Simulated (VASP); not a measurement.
# Ge2Sb2Te5 (P-3m1) in VASP: settings compared, part 2 of 2

VASP 6.6.1.

**3. Relaxation of cell and atoms, PBEsol**

The input, INCAR:

```
SYSTEM = Ge2Sb2Te5
  ALGO = Normal
  EDIFF = 1E-6
  EDIFFG = -0.01
  ENCUT = 600
  GGA = PS
  IBRION = 2
  ISIF = 3
  ISMEAR = -1
  LASPH = .True.
  LCHARG = .False.
  LREAL = .False.
  LWAVE = .False.
  NELM = 60
  NSW = 60
  PREC = Accurate
  SIGMA = 0.05
```

The input, KPOINTS:

```
k-points
0
Gamma
  7 7 2
  0 0 0
```

The input, POSCAR:

```
Ge2Sb2Te5
1.0
    4.2940644248      0.0000000000      0.0000000000
   -2.1470322124      3.7187688774      0.0000000000
    0.0000000000      0.0000000000     17.1013460000
Te Sb Ge
5 2 2
Direct
    0.6666666667      0.3333333333      0.4198920000
    0.3333333333      0.6666666667      0.5801080000
    0.3333333333      0.6666666667      0.2015420000
    0.6666666667      0.3333333333      0.7984580000
    0.0000000000      0.0000000000      0.0000000000
    0.0000000000      0.0000000000      0.3200680000
    0.0000000000      0.0000000000      0.6799320000
    0.6666666667      0.3333333333      0.1028950000
    0.3333333333      0.6666666667      0.8971050000
```

Potentials or basis: VASP PAW PBE potentials, release 64 (Te, Sb, Ge_d).

The run is started by

```
cat potpaw_PBE.64/Te/POTCAR potpaw_PBE.64/Sb/POTCAR potpaw_PBE.64/Ge_d/POTCAR > POTCAR
mpirun -np 1 vasp_std > vasp.out
```

OUTCAR:

```text
SYSTEM = Ge2Sb2Te5
   EDIFF = 1E-6
   EDIFFG = -0.01
   ENCUT = 600
   GGA = PS
   IBRION = 2
   ISIF = 3
   ISMEAR = -1
   LASPH = .True.
   LREAL = .False.
   NELM = 60
   NSW = 60
   PREC = Accurate

 ion  position               nearest neighbor table
   1  0.667  0.333  0.420-   6 3.01   6 3.01   6 3.01
   2  0.333  0.667  0.580-   7 3.01   7 3.01   7 3.01
   3  0.333  0.667  0.202-   8 3.00   8 3.00   8 3.00   6 3.20   6 3.20   6 3.20
   4  0.667  0.333  0.798-   9 3.00   9 3.00   9 3.00   7 3.20   7 3.20   7 3.20
   5  0.000  0.000  0.000-   8 3.04   9 3.04   8 3.04   9 3.04   8 3.04   9 3.04
   6  0.000  0.000  0.320-   1 3.01   1 3.01   1 3.01   3 3.20   3 3.20   3 3.20
   7  0.000  0.000  0.680-   2 3.01   2 3.01   2 3.01   4 3.20   4 3.20   4 3.20
   8  0.667  0.333  0.103-   3 3.00   3 3.00   3 3.00   5 3.04   5 3.04   5 3.04
   9  0.333  0.667  0.897-   4 3.00   4 3.00   4 3.00   5 3.04   5 3.04   5 3.04

  LATTYP: Found a hexagonal cell.
 ALAT       =     4.2940644248
 C/A-ratio  =     3.9825545936

  Lattice vectors:

 A1 = (   4.2940644248,   0.0000000000,   0.0000000000)
 A2 = (  -2.1470322124,   3.7187688774,   0.0000000000)
 A3 = (   0.0000000000,   0.0000000000,  17.1013460000)

Analysis of symmetry for initial positions (statically):
=====================================================================
 Subroutine PRICEL returns:
 Original cell was already a primitive cell.

 Routine SETGRP: Setting up the symmetry group for a
 hexagonal supercell.

 Subroutine GETGRP returns: Found 12 space group operations
 (whereof 12 operations were pure point group operations)
 out of a pool of 24 trial point group operations.

The static configuration has the point symmetry D_3d.

Analysis of symmetry for dynamics (positions and initial velocities):
=====================================================================
 Subroutine PRICEL returns:
 Original cell was already a primitive cell.

 Routine SETGRP: Setting up the symmetry group for a
 hexagonal supercell.

 Subroutine GETGRP returns: Found 12 space group operations
 (whereof 12 operations were pure point group operations)
[... 131 lines left out ...]
   LORBIT       =      0    0 simple, 1 ext, 2 COOP (PROOUT), +10 PAW based schemes
   GGA     = PS    functional components
   LHFCALC =     F    Hartree Fock is set to
   AEXX    =    0.0000 exact exchange contribution
   IVDW    =     0    specifies the selected vdW correction
   LEPSILON=     F    determine dielectric tensor
   LRPA    =     F    only Hartree local field effects (RPA)
 conjugate gradient relaxation of ions
 non-spin polarized calculation
  energy-cutoff  :      600.00
  volume of cell :      273.09
 maximum number of plane-waves:      9146
 NGX is ok and might be reduce to    36
   NGX = 17   NGY = 17   NGZ = 69

--------------------------------------- Ionic step        1  -------------------------------------------

 number of electron      68.0000023 magnetization

 Free energy of the ion-electron system (eV)
  ---------------------------------------------------
  ext. energy  EPLUGINS =         0.00000000
  ---------------------------------------------------
  free energy    TOTEN  =       -37.50796064 eV

  energy without entropy =      -37.50662434  energy(sigma->0) =      -37.50729249

------------------------ aborting loop because EDIFF is reached ----------------------------------------

  FORCE on cell =-STRESS in cart. coord.  units (eV):
  Direction    XX          YY          ZZ          XY          YZ          ZX
  --------------------------------------------------------------------------------------
  -------------------------------------------------------------------------------------
  Total       -3.6773605     -3.6773605     -3.6843115     -0.0000000      0.0000000      0.0000000
  in kB      -21.5748981    -21.5748981    -21.6156795     -0.0000000      0.0000000      0.0000000
  external PRESSURE =     -21.5884919 kB  Pullay stress =       0.0000000 kB
[... 110 lines left out ...]
  FREE ENERGIE OF THE ION-ELECTRON SYSTEM (eV)
  ---------------------------------------------------
  free  energy   TOTEN  =       -37.5899243676 eV

  energy  without entropy=      -37.5876807880  energy(sigma->0) =      -37.58880258

[... ionic steps 4 to 19 ...]

--------------------------------------- Ionic step       20  -------------------------------------------

 number of electron      68.0000000 magnetization

------------------------ aborting loop because EDIFF is reached ----------------------------------------
[... 81 lines left out ...]
--------------------------------------- Ionic step       22  -------------------------------------------

 number of electron      68.0000001 magnetization

 Free energy of the ion-electron system (eV)
  ---------------------------------------------------
  ext. energy  EPLUGINS =         0.00000000
  ---------------------------------------------------
  free energy    TOTEN  =       -37.60630156 eV

  energy without entropy =      -37.60391234  energy(sigma->0) =      -37.60510695

 E-fermi :   6.7489     XC(G=0):  -9.7724

 val. band max:        6.7080481723   @ k =   0.0000   0.0000   0.0000
 cond. band min:       6.8501727233   @ k =   0.0000   0.0000   0.0000
 fundamental gap:      0.1421245510
 Fermi energy:         6.7489131371

 k-point     1 :       0.0000    0.0000    0.0000
  band No.  band energies     occupation
      1     -18.2378      2.00000
      2     -18.2378      2.00000
      3     -18.2368      2.00000
      4     -18.2368      2.00000
      5     -18.2305      2.00000
      6     -18.2302      2.00000
[... 713 lines left out ...]
  FREE ENERGIE OF THE ION-ELECTRON SYSTEM (eV)
  ---------------------------------------------------
  free  energy   TOTEN  =       -37.6063015646 eV

  energy  without entropy=      -37.6039123392  energy(sigma->0) =      -37.60510695

 reached required accuracy - stopping structural energy minimisation
```

Wall time 23 min (1 thread of Intel Xeon 6975P-C (Granite Rapids), shared host); peak memory 0.64 GiB.

Results:

```yaml
Free_energy: -37.6063 eV
Relaxed_volume: 29.00 Å³/atom
Relaxed_cell: a = 4.225 Å, b = 4.225 Å, c = 16.883 Å, α = 90.00°, β = 90.00°, γ = 120.00°
Space_group_after_relaxing_to_0.1_Å: P-3m1 (No. 164)
Energy_gained_by_relaxing: 10.9 meV/atom
Ionic_steps: 22
Pressure_after_relaxing: 0.0 GPa
Largest_force_after_relaxing: 0.007 eV/Å
Band_gap_on_the_k_mesh: 0.14 eV
```

Forces in eV/Å, atoms in the order of the input:
```
Te   0.000  0.000  0.004
Te   0.000  0.000 -0.004
Te   0.000  0.000 -0.006
Te   0.000  0.000  0.006
Te   0.000  0.000  0.000
Sb   0.000  0.000 -0.001
Sb   0.000  0.000  0.001
Ge   0.000  0.000 -0.007
Ge   0.000  0.000  0.007
```

The path:
```csv
step,energy change (eV),largest force (eV/Å),pressure (GPa),volume (Å³)
1,0.0000,0.1018,-2.16,273.09
2,-0.0685,0.3173,0.99,257.24
3,-0.0820,0.2177,0.03,261.59
4,-0.0889,0.1027,0.04,261.01
5,-0.0920,0.1062,0.17,260.38
6,-0.0930,0.0799,-0.24,261.55
7,-0.0930,0.0865,-0.16,261.26
8,-0.0947,0.0611,-0.13,261.02
9,-0.0964,0.0624,-0.01,260.43
10,-0.0968,0.0434,0.01,260.29
11,-0.0971,0.0301,0.03,260.08
12,-0.0972,0.0361,-0.02,260.35
13,-0.0973,0.0454,-0.09,260.75
14,-0.0974,0.0434,-0.09,260.76
15,-0.0976,0.0378,-0.07,260.78
16,-0.0979,0.0260,-0.06,260.81
17,-0.0982,0.0147,0.00,260.87
18,-0.0983,0.0174,0.01,260.91
19,-0.0983,0.0173,0.01,260.91
20,-0.0983,0.0148,0.00,260.99
21,-0.0983,0.0109,-0.02,261.09
22,-0.0983,0.0069,0.01,260.99
```

Final structure:
```xyz
9
Lattice="4.2249 0.0000 0.0000 -2.1124 3.6589 0.0000 0.0000 0.0000 16.8834" Properties=species:S:1:pos:R:3 pbc="T T T"
Te    2.1124    1.2196    7.0735
Te    0.0000    2.4392    9.8099
Te    0.0000    2.4392    3.3503
Te    2.1124    1.2196   13.5331
Te   -2.1124    3.6589    0.0000
Sb    0.0000    0.0000    5.3505
Sb    0.0000    0.0000   11.5330
Ge    2.1124    1.2196    1.6957
Ge    0.0000    2.4392   15.1878
```

Caveat: the PAW data sets were made with another functional, which shifts forces and pressure a little; spin-orbit coupling is left out, which moves the levels of the heavy elements.
